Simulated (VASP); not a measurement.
# Sb (R-3m) in VASP: a series of runs, part 2 of 2

VASP 6.6.1. Earlier steps stand in the parts before.

## Step 4: Single point, PBE

INCAR

```
SYSTEM = Sb
ALGO = Normal ; EDIFF = 1E-6
ENCUT = 520 ; GGA = PE
ISIF = 2 ; ISMEAR = -1
LASPH = .True. ; LCHARG = .False.
LREAL = .False. ; LWAVE = .False.
NBANDS = 12 ; NELM = 60
PREC = Accurate ; SIGMA = 0.1
```

KPOINTS

```
k-points
0
Gamma
  13 13 13
  0 0 0
```

POSCAR

```
Sb
1.0
    2.1879029667      1.2631863668      3.8431731385
   -2.1879029667      1.2631863668      3.8431731385
    0.0000000000     -2.5263727336      3.8431731385
Sb
2
Direct
    0.2326795448      0.2326795448      0.2326795448
    0.7673204552      0.7673204552      0.7673204552
```

Potentials or basis: VASP PAW PBE potentials, release 64 (Sb).

On the command line:

```sh
$ cat potpaw_PBE.64/Sb/POTCAR > POTCAR
$ mpirun -np 1 vasp_std > vasp.out
```

OUTCAR:

```text
SYSTEM = Sb
   EDIFF = 1E-6
   ENCUT = 520
   GGA = PE
   ISIF = 2
   ISMEAR = -1
   LASPH = .True.
   LREAL = .False.
   NELM = 60
   PREC = Accurate

 ion  position               nearest neighbor table
   1  0.233  0.233  0.233-   2 2.95   2 2.95   2 2.95   2 3.43   2 3.43   2 3.43
   2  0.767  0.767  0.767-   1 2.95   1 2.95   1 2.95   1 3.43   1 3.43   1 3.43

  LATTYP: Found a trigonal (rhomboedric) cell.
 ALAT       =     4.5991889460
 COS(alpha) =     0.5473905614

  Lattice vectors:

 A1 = (   2.1879029667,   1.2631863668,   3.8431731385)
 A2 = (  -2.1879029667,   1.2631863668,   3.8431731385)
 A3 = (   0.0000000000,  -2.5263727336,   3.8431731385)

Analysis of symmetry for initial positions (statically):
=====================================================================
 Subroutine PRICEL returns:
 Original cell was already a primitive cell.

 Routine SETGRP: Setting up the symmetry group for a
 trigonal (rhombohedral) supercell.

 Subroutine GETGRP returns: Found 12 space group operations
 (whereof 12 operations were pure point group operations)
 out of a pool of 12 trial point group operations.

[... 173 lines left out ...]
      4       4.9340      2.00000
      5       4.9340      2.00000
      6       8.5845      0.00000
      7       9.2138      0.00000
      8       9.2138      0.00000
      9      11.8095      0.00000
     10      11.8095      0.00000
     11      11.9491      0.00000
     12      13.3419      0.00000
[... 331 lines left out ...]
 k-point    24 :       0.4615    0.1538   -0.0000
  band No.  band energies     occupation
      1      -3.8868      2.00000
      2      -2.0071      2.00000
      3       3.4874      2.00000
      4       4.1282      2.00000
      5       4.9663      2.00000
      6       8.1175      0.00000
      7       8.1637      0.00000
      8       8.9944      0.00000
      9      11.8880      0.00000
     10      14.6899      0.00000
     11      15.0009      0.00000
     12      15.8415      0.00000

 [... further k-points ...]

------------------------ aborting loop because EDIFF is reached ----------------------------------------

  FORCE on cell =-STRESS in cart. coord.  units (eV):
  Direction    XX          YY          ZZ          XY          YZ          ZX
  --------------------------------------------------------------------------------------
  -------------------------------------------------------------------------------------
  Total        0.0192770      0.0192770      0.0305102     -0.0000000      0.0000000      0.0000000
  in kB        0.4846341      0.4846341      0.7670413     -0.0000000      0.0000000      0.0000000
  external PRESSURE =       0.5787698 kB  Pullay stress =       0.0000000 kB

 VOLUME and BASIS-vectors are now :
 -----------------------------------------------------------------------------
  energy-cutoff  :      520.00
  volume of cell :       63.73
      direct lattice vectors                 reciprocal lattice vectors
     2.187902967  1.263186367  3.843173139     0.228529330  0.131941470  0.086733884
    -2.187902967  1.263186367  3.843173139    -0.228529330  0.131941470  0.086733884
     0.000000000 -2.526372734  3.843173139     0.000000000 -0.263882941  0.086733884

 POSITION                                       TOTAL-FORCE (eV/Angst)
 -----------------------------------------------------------------------------------
      0.00000      0.00000      2.68268         0.000000      0.000000      0.054449
      0.00000      0.00000      8.84684         0.000000     -0.000000     -0.054449
 -----------------------------------------------------------------------------------
    total drift:                                0.000000     -0.000000     -0.000000

  FREE ENERGIE OF THE ION-ELECTRON SYSTEM (eV)
  ---------------------------------------------------
  free  energy   TOTEN  =        -8.2774445657 eV

  energy  without entropy=       -8.2680311019  energy(sigma->0) =       -8.27273783
```

OSZICAR:

```text
N       E                     dE             d eps       ncg     rms          rms(c)
DAV:   1     0.347969609930E+02    0.34797E+02   -0.35406E+03  5544   0.650E+02
DAV:   2    -0.629488184496E+01   -0.41092E+02   -0.39769E+02  7296   0.106E+02
DAV:   3    -0.826050296250E+01   -0.19656E+01   -0.19511E+01  6876   0.257E+01
DAV:   4    -0.827768925050E+01   -0.17186E-01   -0.17184E-01  6424   0.293E+00
DAV:   5    -0.827791842979E+01   -0.22918E-03   -0.22918E-03  6884   0.367E-01    0.280E+00
DAV:   6    -0.827745342974E+01    0.46500E-03   -0.26402E-03  6524   0.340E-01    0.169E+00
DAV:   7    -0.827729036813E+01    0.16306E-03   -0.62880E-03  6504   0.518E-01    0.844E-02
DAV:   8    -0.827741047084E+01   -0.12010E-03   -0.22850E-04  6928   0.899E-02    0.271E-02
DAV:   9    -0.827744400243E+01   -0.33532E-04   -0.49568E-05  6412   0.421E-02    0.528E-03
DAV:  10    -0.827744456568E+01   -0.56325E-06   -0.58196E-06  6780   0.128E-02
   1 F= -.82774446E+01 E0= -.82727378E+01  d E =-.941346E-02
```

Run time: 3.4 min. Hardware: 1 thread of Intel Xeon 8259CL, shared host; peak memory 0.31 GiB.

What came out:

- Free energy: -8.2774 eV
- Pressure: 0.1 GPa
- Largest force: 0.054 eV/Å
- Band gap on the k mesh: zero (bands 5 and 6 overlap by 0.09 eV)

Forces on the atoms (eV/Å):
```
Sb   0.000  0.000  0.054
Sb   0.000  0.000 -0.054
```

Caveat: spin-orbit coupling is left out, which moves the levels of the heavy elements.

## Step 5: Overview

```tsv
k mesh	smearing	pressure (GPa)	largest force (eV/Å)
9 × 9 × 9	methfessel-paxton 0.03 eV	0.1	0.03
9 × 9 × 9	methfessel-paxton 0.3 eV	0.1	0.01
13 × 13 × 13	fermi-dirac 0.1 eV	0.1	0.05
```

Alike in all rows: task single point; level PBE; potentials or basis VASP PAW PBE potentials, release 64 (Sb); no spin polarisation; cell as given; cutoff (eV) 520.

Caveats: spin-orbit coupling is left out, which moves the levels of the heavy elements.

Total energies depend on the potentials used, so only differences within one code and one set of settings carry meaning.
